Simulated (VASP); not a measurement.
# Zn2SbO3 (P-4m2) in VASP: further runs, part 2 of 2

VASP 6.6.1. The steps go on from the part before.

**3. Single point, PBE**

This run uses another cell than the first one, of 14.31 Å³/atom, 1.068 times its volume.

Contents of INCAR:

```
  PREC = Accurate
  ENCUT = 520
  EDIFF = 1E-7
  ISMEAR = 0
  SIGMA = 0.1
  LREAL = F
  LASPH = T
  NELM = 80
  ALGO = Normal
  ISIF = 2
  LWAVE = F
  LCHARG = F
  GGA = PE
  NBANDS = 32
```

Contents of KPOINTS:

```
regular mesh
0
Gamma
  6 6 4
```

Contents of POSCAR:

```
Zn2SbO3
1.0
    3.1552527893      0.0000000000      0.0000000000
    0.0000000000      3.1552527893      0.0000000000
    0.0000000000      0.0000000000      8.6254742205
Zn Sb O
2 1 3
Direct
    0.0000000000      0.5000000000      0.6172459822
    0.5000000000      0.0000000000      0.3827540178
    0.0000000000      0.0000000000      0.0000000000
    0.5000000000      0.5000000000      0.0000000000
    0.0000000000      0.5000000000      0.3764721532
    0.5000000000      0.0000000000      0.6235278468
```

Potentials or basis: VASP PAW PBE potentials, release 64 (Zn, Sb, O).

Command:

```
> cat potpaw_PBE.64/Zn/POTCAR potpaw_PBE.64/Sb/POTCAR potpaw_PBE.64/O/POTCAR > POTCAR
> mpirun -np 1 vasp_std > vasp.out
```

OUTCAR:

```text
PREC = Accurate
   ENCUT = 520
   EDIFF = 1E-7
   ISMEAR = 0
   LREAL = F
   LASPH = T
   NELM = 80
   ISIF = 2
   GGA = PE

 ion  position               nearest neighbor table
   1  0.000  0.500  0.617-   5 2.08   6 2.23   6 2.23   6 2.23   6 2.23   2 3.01   2 3.01   2 3.01
                             2 3.01
   2  0.500  0.000  0.383-   6 2.08   5 2.23   5 2.23   5 2.23   5 2.23   1 3.01   1 3.01   1 3.01
                             1 3.01
   3  0.000  0.000  0.000-   4 2.23   4 2.23   4 2.23   4 2.23
   4  0.500  0.500  0.000-   3 2.23   3 2.23   3 2.23   3 2.23
   5  0.000  0.500  0.376-   1 2.08   2 2.23   2 2.23   2 2.23   2 2.23
   6  0.500  0.000  0.624-   2 2.08   1 2.23   1 2.23   1 2.23   1 2.23

  LATTYP: Found a simple tetragonal cell.
 ALAT       =     3.1552527893
 C/A-ratio  =     2.7336872183

  Lattice vectors:

 A1 = (   3.1552527893,   0.0000000000,   0.0000000000)
 A2 = (   0.0000000000,   3.1552527893,   0.0000000000)
 A3 = (   0.0000000000,   0.0000000000,   8.6254742205)

Analysis of symmetry for initial positions (statically):
=====================================================================
 Subroutine PRICEL returns:
 Original cell was already a primitive cell.

 Routine SETGRP: Setting up the symmetry group for a
 simple tetragonal supercell.

 Subroutine GETGRP returns: Found  8 space group operations
 (whereof  8 operations were pure point group operations)
 out of a pool of 16 trial point group operations.

The static configuration has the point symmetry D_2d.

Analysis of symmetry for dynamics (positions and initial velocities):
=====================================================================
 Subroutine PRICEL returns:
 Original cell was already a primitive cell.

 Routine SETGRP: Setting up the symmetry group for a
 simple tetragonal supercell.

 Subroutine GETGRP returns: Found  8 space group operations
 (whereof  8 operations were pure point group operations)
 out of a pool of 16 trial point group operations.

The dynamic configuration has the point symmetry D_2d.

 Subroutine INISYM returns: Found  8 space group operations
 (whereof  8 operations are pure point group operations),
 and found     1 'primitive' translations

----------------------------------------------------------------------------------------

                                     Primitive cell

  volume of cell :      85.8719

  direct lattice vectors                    reciprocal lattice vectors
     3.155252789  0.000000000  0.000000000     0.316931817  0.000000000  0.000000000
     0.000000000  3.155252789  0.000000000     0.000000000  0.316931817  0.000000000
     0.000000000  0.000000000  8.625474220     0.000000000  0.000000000  0.115935655

  length of vectors
     3.155252789  3.155252789  8.625474220     0.316931817  0.316931817  0.115935655

  position of ions in fractional coordinates (direct lattice)
     0.000000000  0.500000000  0.617245982
     0.500000000  0.000000000  0.382754018
     0.000000000  0.000000000  0.000000000
     0.500000000  0.500000000  0.000000000
     0.000000000  0.500000000  0.376472153
     0.500000000  0.000000000  0.623527847

  ion indices of the primitive-cell ions
   primitive index   ion index
                 1           1
                 2           2
                 3           3
                 4           4
                 5           5
[... 25 lines left out ...]

 Found     30 irreducible k-points:

 Following reciprocal coordinates:
            Coordinates               Weight
  0.000000  0.000000  0.000000      1.000000
  0.166667  0.000000  0.000000      4.000000
  0.333333  0.000000  0.000000      4.000000
  0.500000  0.000000  0.000000      2.000000
  0.166667  0.166667  0.000000      4.000000
  0.333333  0.166667  0.000000      8.000000
[... 16 lines left out ...]
  0.333333  0.000000  0.500000      4.000000
  0.500000  0.000000  0.500000      2.000000
 [... further k-points ...]
   k-points           NKPTS =     30   k-points in BZ     NKDIM =     30   number of bands    NBANDS=     32
   number of dos      NEDOS =    301   number of ions     NIONS =      6
   total plane-waves  NPLWV =  36864
   dimension x,y,z NGX =    24 NGY =   24 NGZ =   64
   dimension x,y,z NGXF=    48 NGYF=   48 NGZF=  128
   ions per type =               2   1   3
   NGX,Y,Z   is equivalent  to a cutoff of  12.65, 12.65, 12.34 a.u.
   NGXF,Y,Z  is equivalent  to a cutoff of  25.29, 25.29, 24.67 a.u.
 SYSTEM =  unknown system
   PREC   = accura    normal or accurate (medium, high low for compatibility)
   ISTART =      0    job   : 0-new  1-cont  2-samecut
   ICHARG =      2    charge: 1-file 2-atom 10-const
   ISPIN  =      1    spin polarized calculation?
   LNONCOLLINEAR =      F non collinear calculations
   LSORBIT =      F    spin-orbit coupling
   LASPH  =      T    aspherical Exc in radial PAW
   ENCUT  =  520.0 eV  38.22 Ry    6.18 a.u.   5.87  5.87 16.04*2*pi/ulx,y,z
   NELM   =     80;   NELMIN=  2; NELMDL= -5     # of ELM steps
   EDIFF  = 0.1E-06   stopping-criterion for ELM
   LREAL  =      F    real-space projection
   EDIFFG = 0.1E-05   stopping-criterion for IOM
   NSW    =      0    number of steps for IOM
   IBRION =     -1    ionic relax: 0-MD 1-quasi-New 2-CG
   NFREE  =      0    steps in history (QN), initial steepest desc. (CG)
   ISIF   =      2    stress and relaxation
   ISYM   =      2    0-nonsym 1-usesym 2-fastsym
   POTIM  = 0.5000    time-step for ionic-motion
   TEBEG  =    0.0;   TEEND  =   0.0 temperature during run
   PSTRESS=    0.0 pullay stress
   NELECT =      47.0000    total number of electrons
   NUPDOWN=      -1.0000    fix difference up-down
   EMIN   =  10.00;   EMAX   =-10.00  energy-range for DOS
   EFERMI =   0.00;   METHOD = LEGACY
   ISMEAR =     0;   SIGMA  =   0.10  broadening in eV -4-tet -1-fermi 0-gaus
   EFERMI_NEDOS =   21; number of points for ismear=-14 and -15
   IALGO  =     38    algorithm
   IMIX   =      4    mixing-type and parameters
     AMIX     =   0.40;   BMIX     =  1.00
     AMIX_MAG =   1.60;   BMIX_MAG =  1.00
  volume/ion in A,a.u.               =      14.31        96.58
  Fermi-wavevector in a.u.,A,eV,Ry     =   1.339133  2.530594 24.399014  1.793277
  Thomas-Fermi vector in A             =   2.467549
   LORBIT       =      0    0 simple, 1 ext, 2 COOP (PROOUT), +10 PAW based schemes
   GGA     = PE    functional components
   LHFCALC =     F    Hartree Fock is set to
   AEXX    =    0.0000 exact exchange contribution
   IVDW    =     0    specifies the selected vdW correction
   LEPSILON=     F    determine dielectric tensor
   LRPA    =     F    only Hartree local field effects (RPA)
 non-spin polarized calculation
 Gauss-broadening in eV      SIGMA  =   0.10
  energy-cutoff  :      520.00
  volume of cell :       85.87
 maximum number of plane-waves:      2348
 NGX is ok and might be reduce to    24
   NGX = 11   NGY = 11   NGZ = 33

 number of electron      47.0000029 magnetization

 Free energy of the ion-electron system (eV)
  ---------------------------------------------------
  ext. energy  EPLUGINS =         0.00000000
  ---------------------------------------------------
  free energy    TOTEN  =       -25.83541947 eV

  energy without entropy =      -25.82428362  energy(sigma->0) =      -25.82985155

 E-fermi :   4.1270     XC(G=0): -10.5024

 val. band max:        4.1028034752   @ k =   0.3333   0.1667   0.2500
 cond. band min:       4.1344068896   @ k =   0.1667   0.0000   0.5000
 fundamental gap:      0.0316034144
 Fermi energy:         4.1269977748

 k-point     1 :       0.0000    0.0000    0.0000
  band No.  band energies     occupation
      1     -16.2843      2.00000
      2     -14.2652      2.00000
      3     -13.5136      2.00000
      4      -3.5682      2.00000
      5      -2.4696      2.00000
      6      -2.1938      2.00000
[... 829 lines left out ...]
     31      12.2510      0.00000
     32      13.7572      0.00000

 [... further k-points ...]
[... 5 lines left out ...]
  --------------------------------------------------------------------------------------
  -------------------------------------------------------------------------------------
  Total       -0.1646337     -0.1646337      0.2708054      0.0000000      0.0000000      0.0000000
  in kB       -3.0716936     -3.0716936      5.0526201      0.0000000      0.0000000      0.0000000
  external PRESSURE =      -0.3635891 kB  Pullay stress =       0.0000000 kB

 VOLUME and BASIS-vectors are now :
 -----------------------------------------------------------------------------
  energy-cutoff  :      520.00
  volume of cell :       85.87
      direct lattice vectors                 reciprocal lattice vectors
     3.155252789  0.000000000  0.000000000     0.316931817  0.000000000  0.000000000
     0.000000000  3.155252789  0.000000000     0.000000000  0.316931817  0.000000000
     0.000000000  0.000000000  8.625474220     0.000000000  0.000000000  0.115935655

 POSITION                                       TOTAL-FORCE (eV/Angst)
 -----------------------------------------------------------------------------------
      0.00000      1.57763      5.32404         0.000000      0.000000      0.056848
      1.57763      0.00000      3.30143         0.000000      0.000000     -0.056848
      0.00000      0.00000      0.00000         0.000000     -0.000000     -0.000000
      1.57763      1.57763      0.00000         0.000000      0.000000     -0.000000
      0.00000      1.57763      3.24725         0.000000      0.000000     -0.061345
      1.57763      0.00000      5.37822        -0.000000      0.000000      0.061345
 -----------------------------------------------------------------------------------
    total drift:                                0.000000     -0.000000     -0.000000

  FREE ENERGIE OF THE ION-ELECTRON SYSTEM (eV)
  ---------------------------------------------------
  free  energy   TOTEN  =       -25.8354194698 eV

  energy  without entropy=      -25.8242836217  energy(sigma->0) =      -25.82985155
```

OSZICAR:

```text
N       E                     dE             d eps       ncg     rms          rms(c)
DAV:   1     0.429816253270E+03    0.42982E+03   -0.21506E+04  1920   0.175E+03
DAV:   2     0.269688371645E+02   -0.40285E+03   -0.37563E+03  2080   0.423E+02
DAV:   3    -0.295530560739E+02   -0.56522E+02   -0.55089E+02  2344   0.154E+02
DAV:   4    -0.313039622132E+02   -0.17509E+01   -0.17464E+01  2056   0.301E+01
DAV:   5    -0.313218343878E+02   -0.17872E-01   -0.17865E-01  2288   0.300E+00    0.151E+01
DAV:   6    -0.258176932655E+02    0.55041E+01   -0.17633E+01  3008   0.734E+01    0.877E+00
DAV:   7    -0.259433364832E+02   -0.12564E+00   -0.48571E+00  2040   0.177E+01    0.495E+00
DAV:   8    -0.258700342157E+02    0.73302E-01   -0.70673E-01  2408   0.601E+00    0.225E+00
DAV:   9    -0.258366912404E+02    0.33343E-01   -0.90509E-02  2704   0.403E+00    0.515E-01
DAV:  10    -0.258352793927E+02    0.14118E-02   -0.26684E-02  2320   0.101E+00    0.149E-01
DAV:  11    -0.258353416147E+02   -0.62222E-04   -0.25990E-03  2304   0.496E-01    0.593E-02
DAV:  12    -0.258354134581E+02   -0.71843E-04   -0.29117E-04  2456   0.234E-01    0.214E-02
DAV:  13    -0.258354191799E+02   -0.57218E-05   -0.73966E-05  2376   0.973E-02    0.825E-03
DAV:  14    -0.258354195275E+02   -0.34752E-06   -0.12719E-05  2304   0.241E-02    0.546E-03
DAV:  15    -0.258354195091E+02    0.18414E-07   -0.10505E-06  2200   0.871E-03    0.168E-03
DAV:  16    -0.258354194698E+02    0.39253E-07   -0.34736E-07  2224   0.508E-03
   1 F= -.25835419E+02 E0= -.25829852E+02  d E =-.111358E-01
```

Run time: 27 s. Hardware: 1 thread of Intel Xeon 6975P-C (Granite Rapids), shared host; peak memory 0.23 GiB.

Results:

```yaml
Free_energy: -25.8354 eV
Pressure: 0.0 GPa
Largest_force: 0.061 eV/Å
```

Forces in eV/Å, atoms in the order of the input:
```
Zn   0.000  0.000  0.057
Zn   0.000  0.000 -0.057
Sb   0.000  0.000  0.000
O    0.000  0.000  0.000
O    0.000  0.000 -0.061
O    0.000  0.000  0.061
```

Caveat: spin-orbit coupling is left out, which moves the levels of the heavy elements; an odd number of electrons without spin polarisation forces a metal; a magnetic or distorted state may lie lower.
